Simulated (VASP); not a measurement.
# BP: single point with r2SCAN

BP:

```
CELL_PARAMETERS angstrom
0.00000 2.29095 2.26827
2.26827 0.00000 2.26827
2.26827 2.29095 0.00000
ATOMIC_POSITIONS crystal
B 0.00000 0.00000 0.00000
P 0.75000 0.75000 0.75000
```

This cell differs from its parent crystal: strain +0.0100 x Voigt [0, 1, 0, 0, 0, 0].

```yaml
Program: VASP 6.6.1
Task: single point
Functional: r2SCAN
Potentials_or_basis: VASP PAW PBE potentials, release 64 (B, P)
Cutoff: 520 eV
k_mesh: 10 × 10 × 10
Occupations: gaussian, width 0.05 eV
Spin: no spin polarisation
```

```
Pressure               : -2.2 GPa
Band gap on the k mesh : 1.38 eV, indirect (least direct gap 3.57 eV)
```

Stress tensor (GPa, compression positive):
```
-1.19  0.00  0.00
 0.00 -4.08  0.00
 0.00  0.00 -1.19
```

Levels at points of the mesh, in eV from the valence-band top:
```tsv
k point	band 1	band 2	band 3	band 4	band 5	band 6	band 7	band 8	band 9
(0.00, 0.00, 0.00)	-16.21	-0.10	0.00	0.00	3.57	3.57	3.63	7.83	12.30
(0.50, 0.00, 0.00)	-12.75	-9.47	-1.96	-1.82	4.03	4.96	5.04	10.85	15.32
(0.50, 0.50, 0.00)	-11.07	-9.08	-4.39	-4.37	1.48	1.83	12.82	13.04	16.26
(0.50, 0.00, 0.50)	-11.17	-9.17	-4.27	-4.27	1.60	1.98	12.94	12.94	16.17
```

Run time: 27 s on 1 thread of Intel(R) Xeon(R) 6975P-C (Granite Rapids) (shared host), peak memory 0.15 GiB.

Caveat: the cell differs from its parent crystal (strain +0.0100 x Voigt [0, 1, 0, 0, 0, 0]); the PAW data sets were made with another functional, which shifts forces and pressure a little. A k mesh can miss the band edges.
